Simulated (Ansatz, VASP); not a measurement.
## Al5As in VASP and in Ansatz

```xyz
6
Lattice="7.7373 0.0000 0.0000 0.0000 7.7373 0.0000 0.0000 0.0000 2.6603" Properties=species:S:1:pos:R:3 pbc="T T T"
Al    1.3120    3.8687    0.0000
Al    6.4253    3.8687    0.0000
Al    3.8687    1.3120    0.0000
Al    3.8687    6.4253    0.0000
Al    0.0000    0.0000    1.3301
As    3.8687    3.8687    0.0000
```

Alike in both runs: functional PBE; k mesh 6 × 6 × 14; occupations gaussian, width 0.1 eV; no spin polarisation.

Ansatz relaxed the structure, and its values are those at the end. VASP's run is a single point on that final structure, the one shown.

|  | VASP | Ansatz |
| --- | --- | --- |
| version | VASP 6.6.1 | Ansatz 0.2.0 |
| potentials or method | VASP PAW PBE potentials, release 64 (Al, As), cutoff 520 eV | scalar-relativistic, plane waves, PAW |
| valence electrons in the cell | 20 | 30 |

|  | VASP | Ansatz | Ansatz less VASP |
| --- | --- | --- | --- |
| gap on the k mesh at the Fermi level (eV) | none | none | - |
| pressure (GPa) | 0.0 | 0.0 | -0.04 |
| rms of the force components (eV/Å) | 0.003 | 0.002 | -0.0017 |

A gap of «none» marks a metal or a gap that the smearing closes. The functional is the same, so the differences come from potentials, cutoffs and numerics. VASP's potentials hold 20 valence electrons a cell and Ansatz's 30, so a difference there can come from the potentials and not from the codes.
